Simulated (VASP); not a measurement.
# Be2ZnO3 (P6/mmm) in VASP: notebook, part 2 of 2

VASP 6.6.1.

## 3. Single point, PBE

This run uses another cell than the first one, of 8.20 Å³/atom.

The input, INCAR:

```
PREC = Accurate
ENCUT = 520
EDIFF = 1E-7
ISMEAR = 0
SIGMA = 0.1
LREAL = F
LASPH = T
NELM = 60
ALGO = Normal
ISIF = 2
LWAVE = F
LCHARG = F
GGA = PE
NBANDS = 26
```

The input, KPOINTS:

```
Automatic mesh
0
Gamma
  12 12 16
```

The input, POSCAR:

```
Be2ZnO3
1.0
    4.8647606644      0.0000000000      0.0000000000
   -2.4323803322      4.2130063187      0.0000000000
    0.0000000000      0.0000000000      2.4008114453
Be Zn O
2 1 3
Direct
    0.3333333333      0.6666666667      0.0000000000
    0.6666666667      0.3333333333      0.0000000000
    0.0000000000      0.0000000000      0.0000000000
    0.5000000000      0.0000000000      0.5000000000
    0.5000000000      0.5000000000      0.5000000000
    0.0000000000      0.5000000000      0.5000000000
```

Potentials or basis: VASP PAW PBE potentials, release 64 (Be, Zn, O).

Run with:

```
$ cat potpaw_PBE.64/Be/POTCAR potpaw_PBE.64/Zn/POTCAR potpaw_PBE.64/O/POTCAR > POTCAR
$ mpirun -np 1 vasp_std > vasp.out
```

Wall time 3.4 min (1 thread of Intel Xeon 8259CL, shared host); peak memory 0.31 GiB.

Results (log left out):

```yaml
Free_energy: -30.3410 eV
Pressure: 0.3 GPa
Band_gap_on_the_k_mesh: zero (bands 17 and 18 overlap by 0.76 eV)
```

Stress tensor (GPa, compression positive):
```
0.20 0.00 0.00
0.00 0.20 0.00
0.00 0.00 0.37
```

Levels at points of the mesh, in eV from the Fermi level:
```csv
k point,band 15,band 16,band 17,band 18,band 19,band 20
"(0.00, 0.00, 0.00)",-0.99,-0.58,0.16,0.16,7.74,7.74
"(0.50, 0.00, 0.00)",-0.67,-0.37,0.16,0.63,3.84,6.52
"(0.00, 0.00, 0.50)",0.14,0.14,0.16,1.74,4.49,4.73
"(0.50, 0.00, 0.50)",-1.67,-1.57,0.14,2.65,3.59,6.98
```

Caveat: semilocal functionals underestimate gaps, so a narrow gap can read as zero.

## 4. Single point, PBE, collinear spin, ferromagnetic start

This run uses another cell than the first one, of 8.23 Å³/atom.

The input, INCAR:

```
SYSTEM = Be2ZnO3
PREC = Accurate
ENCUT = 520
EDIFF = 1E-7
ISMEAR = 0
SIGMA = 0.1
LREAL = .FALSE.
LASPH = .TRUE.
NELM = 150
ALGO = Normal
ISIF = 2
LWAVE = .FALSE.
LCHARG = .FALSE.
ISPIN = 2
MAGMOM = 0 0 0 1 1 1
LORBIT = 11
GGA = PE
NBANDS = 30
```

The input, KPOINTS:

```
Automatic mesh
0
G
  6 6 8
  0 0 0
```

POSCAR, as its differences from that of step 3:

```diff
@@ -2,5 +2,5 @@
 1.0
-    4.8647606644      0.0000000000      0.0000000000
-   -2.4323803322      4.2130063187      0.0000000000
-    0.0000000000      0.0000000000      2.4008114453
+    4.9097203594      0.0000000000      0.0000000000
+   -2.4548601797      4.2519425567      0.0000000000
+    0.0000000000      0.0000000000      2.3647396651
 Be Zn O
```

Potentials or basis: VASP PAW PBE potentials, release 64 (Be, Zn, O).

Run with:

```
$ cat potpaw_PBE.64/Be/POTCAR potpaw_PBE.64/Zn/POTCAR potpaw_PBE.64/O/POTCAR > POTCAR
$ mpirun -np 1 vasp_std > vasp.out
```

OUTCAR:

```text
SYSTEM = Be2ZnO3
   PREC = Accurate
   ENCUT = 520
   EDIFF = 1E-7
   ISMEAR = 0
   LREAL = .FALSE.
   LASPH = .TRUE.
   NELM = 150
   ISIF = 2
   ISPIN = 2
   LORBIT = 11
   GGA = PE

 ion  position               nearest neighbor table
   1  0.333  0.667  0.000-   4 1.85   4 1.85   6 1.85   6 1.85   5 1.85   5 1.85
   2  0.667  0.333  0.000-   4 1.85   4 1.85   6 1.85   6 1.85   5 1.85   5 1.85
   3  0.000  0.000  0.000-
   4  0.500  0.000  0.500-   1 1.85   2 1.85   1 1.85   2 1.85
   5  0.500  0.500  0.500-   1 1.85   2 1.85   1 1.85   2 1.85
   6  0.000  0.500  0.500-   1 1.85   2 1.85   1 1.85   2 1.85

  LATTYP: Found a hexagonal cell.
[... 1782 lines left out ...]
     -0.00000      2.83463      0.00000         0.000000     -0.000000     -0.000000
      2.45486      1.41731      0.00000        -0.000000      0.000000      0.000000
      0.00000      0.00000      0.00000        -0.000000      0.000000     -0.000000
      2.45486      0.00000      1.18237        -0.000000      0.000000     -0.000000
      1.22743      2.12597      1.18237        -0.000000      0.000000     -0.000000
     -1.22743      2.12597      1.18237        -0.000000      0.000000     -0.000000
 -----------------------------------------------------------------------------------
    total drift:                               -0.000000      0.000000     -0.000000

  FREE ENERGIE OF THE ION-ELECTRON SYSTEM (eV)
  ---------------------------------------------------
  free  energy   TOTEN  =       -30.3691855342 eV

  energy  without entropy=      -30.3596118244  energy(sigma->0) =      -30.36439868

 total charge

# of ion       s       p       d       tot
------------------------------------------
    1        0.320   0.582   0.000   0.902
    2        0.320   0.582   0.000   0.902
    3        0.535   0.255   9.790  10.580
    4        1.582   3.445   0.000   5.026
    5        1.582   3.445   0.000   5.026
    6        1.582   3.445   0.000   5.026
--------------------------------------------------
tot          5.920  11.754   9.790  27.464

 magnetization (x)

# of ion       s       p       d       tot
------------------------------------------
    1        0.000  -0.000   0.000  -0.000
    2        0.000  -0.000   0.000  -0.000
    3        0.000   0.000   0.000   0.000
    4       -0.000  -0.000   0.000  -0.000
    5       -0.000  -0.000   0.000  -0.000
    6       -0.000  -0.000   0.000  -0.000
--------------------------------------------------
tot         -0.000  -0.000   0.000  -0.000
```

Wall time 2.8 min (1 thread of Intel Xeon 8259CL, shared host); peak memory 0.24 GiB.

What came out:

```yaml
Free_energy: -30.3692 eV
Pressure: 0.4 GPa
Band_gap_on_the_k_mesh: zero (filled and empty bands overlap)
Net_moment: 0.00 μB per cell
Valence_electrons_inside_the_program's_atomic_spheres: Be 0.90; Zn 10.58; O 5.03
```

Stress tensor (GPa, compression positive):
```
-0.77  0.00  0.00
 0.00 -0.77  0.00
 0.00  0.00  2.65
```

## 5. Relaxation of cell and atoms, PBE

This run uses another cell than the first one, of 8.23 Å³/atom.

The input, INCAR:

```
SYSTEM = Be2ZnO3
  PREC = Accurate
  ENCUT = 600
  EDIFF = 1E-6
  ISMEAR = 0
  SIGMA = 0.1
  LREAL = .False.
  LASPH = .True.
  NELM = 60
  ALGO = Normal
  ISIF = 3
  LWAVE = .False.
  LCHARG = .False.
  GGA = PE
  IBRION = 2
  NSW = 100
  EDIFFG = -0.01
```

The input, KPOINTS:

```
regular mesh
0
Gamma
  12 12 16
  0 0 0
```

POSCAR is that of step 4.

Run with:

```
$ cat potpaw_PBE.64/Be/POTCAR potpaw_PBE.64/Zn/POTCAR potpaw_PBE.64/O/POTCAR > POTCAR
$ mpirun -np 1 vasp_std > vasp.out
```

Wall time 17 min (1 thread of Intel Xeon 8259CL, shared host); peak memory 0.35 GiB.

The run converged. Its results:

```
Free energy                           : -30.3486 eV
Relaxed volume                        : 8.20 Å³/atom
Relaxed cell                          : a = 4.864 Å, b = 4.864 Å, c = 2.402 Å, α = 90.00°, β = 90.00°, γ = 120.00°
Space group after relaxing (to 0.1 Å) : P6/mmm (No. 191)
Energy gained by relaxing             : 2.3 meV/atom
Ionic steps                           : 8
Pressure after relaxing               : 0.0 GPa
Band gap on the k mesh                : zero (bands 17 and 18 overlap by 0.75 eV)
```

Step by step:
```tsv
step	energy change (eV)	largest force (eV/Å)	pressure (GPa)	volume (Å³)
1	0.0000	0.0000	0.23	49.37
2	-0.0092	0.0000	-0.36	49.45
3	-0.0122	0.0000	-1.19	49.55
4	-0.0127	0.0000	-0.94	49.51
5	-0.0128	0.0000	-0.99	49.52
6	-0.0137	0.0000	0.28	49.10
7	-0.0138	0.0000	-0.07	49.22
8	-0.0138	0.0000	0.01	49.20
```

Final structure:
```cif
data_structure
_symmetry_space_group_name_H-M 'P 1'
_symmetry_Int_Tables_number 1
_cell_length_a 4.8639
_cell_length_b 4.8639
_cell_length_c 2.4016
_cell_angle_alpha 90.000
_cell_angle_beta 90.000
_cell_angle_gamma 120.000
_cell_volume 49.20
loop_
_atom_site_label
_atom_site_type_symbol
_atom_site_fract_x
_atom_site_fract_y
_atom_site_fract_z
_atom_site_occupancy
Be1 Be 0.33333 0.66667 0.00000 1
Be2 Be 0.66667 0.33333 0.00000 1
Zn1 Zn 0.00000 0.00000 0.00000 1
O1 O 0.50000 0.00000 0.50000 1
O2 O 0.50000 0.50000 0.50000 1
O3 O 0.00000 0.50000 0.50000 1
```

Levels at points of the mesh, in eV from the Fermi level:
```tsv
k point	band 14	band 15	band 16	band 17	band 18	band 19	band 20	band 21
(0.00, 0.00, 0.00)	-0.98	-0.98	-0.58	0.16	0.16	7.74	7.74	8.69
(0.50, 0.00, 0.00)	-0.81	-0.67	-0.37	0.16	0.63	3.84	6.52	10.37
(0.00, 0.00, 0.50)	-2.99	0.14	0.14	0.16	1.74	4.48	4.73	4.73
(0.50, 0.00, 0.50)	-3.08	-1.67	-1.57	0.14	2.65	3.59	6.98	8.29
```

Caveat: semilocal functionals underestimate gaps, so a narrow gap can read as zero.

## 6. Overview

```csv
task,spin,cell,k mesh,cutoff (eV),gap on the mesh (eV),pressure (GPa),moment (μB)
single point,"collinear, ferromagnetic start","a = 4.745, b = 4.745, c = 2.635 Å, angles 90.0, 90.0, 120.0°, 6 atoms",6 × 6 × 6,520,none,-7.2,0.00
single point,off,"a = 4.865, b = 4.865, c = 2.401 Å, angles 90.0, 90.0, 120.0°, 6 atoms",12 × 12 × 16,520,none,0.3,-
single point,"collinear, ferromagnetic start","a = 4.910, b = 4.910, c = 2.365 Å, angles 90.0, 90.0, 120.0°, 6 atoms",6 × 6 × 8,520,none,0.4,0.00
relaxation of cell and atoms,off,"relaxed from a = 4.910, b = 4.910, c = 2.365 Å, angles 90.0, 90.0, 120.0°, 6 atoms",12 × 12 × 16,600,none,0.0,-
```

Alike in all rows: level PBE; potentials or basis VASP PAW PBE potentials, release 64 (Be, Zn, O); smearing gaussian 0.1 eV.

Caveats: some runs use coarse meshes; semilocal functionals underestimate gaps, so a narrow gap can read as zero (at least some runs).

Absolute energies hang on the potentials; compare differences alone.
